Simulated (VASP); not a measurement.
Write the native input for VASP 6.6.1 that does the following.

- Task: single point
- Functional: PBEsol
- Potentials or basis: VASP PAW PBE potentials, release 64 (Y_sv)
- Cutoff: 520 eV
- k mesh: 15 × 15 × 8
- Occupations: fermi-dirac, width 0.15 eV
- Spin: no spin polarisation
- Dipole correction: no
- Further INCAR settings: ALGO = Fast; EDIFF = 1e-06; NBANDS = 18

The structure of Y lies in POSCAR:

```
Y
1.0
    3.5922812677      0.0000000000      0.0000000000
   -1.7961406339      3.1110068354      0.0000000000
    0.0000000000      0.0000000000      5.6313822130
Y
2
Direct
    0.3333333333      0.6666666667      0.2500000000
    0.6666666667      0.3333333333      0.7500000000
```

One way to write it, as run:

INCAR

```
ALGO     = Fast           # electronic algorithm
EDIFF    = 1E-6           # SCF threshold, eV
ENCUT    = 520            # plane-wave cutoff, eV
GGA      = PS             # functional
ISIF     = 2              # what is computed and relaxed
ISMEAR   = -1             # smearing method
LASPH    = T              # aspherical terms in the spheres
LCHARG   = F              # write CHGCAR
LREAL    = F              # projectors in reciprocal space
LWAVE    = F              # write WAVECAR
NBANDS   = 18             # bands
NELM     = 80             # most SCF steps
PREC     = Accurate       # precision mode
SIGMA    = 0.15           # smearing width, eV
```

KPOINTS

```
k-points
0
Gamma
  15 15 8
```

Potentials or basis: VASP PAW PBE potentials, release 64 (Y_sv).

Run with:

```console
$ cat potpaw_PBE.64/Y_sv/POTCAR > POTCAR
$ mpirun -np 1 vasp_std > vasp.out
```

It gave:

- Pressure: -0.1 GPa
- Band gap on the k mesh: zero (bands 11 and 12 overlap by 1.47 eV)

Caveat: the PAW data sets were made with another functional, which shifts forces and pressure a little.

Run time: 89 s on 1 thread of Intel(R) Xeon(R) 6975P-C (Granite Rapids) (shared host), peak memory 0.29 GiB.
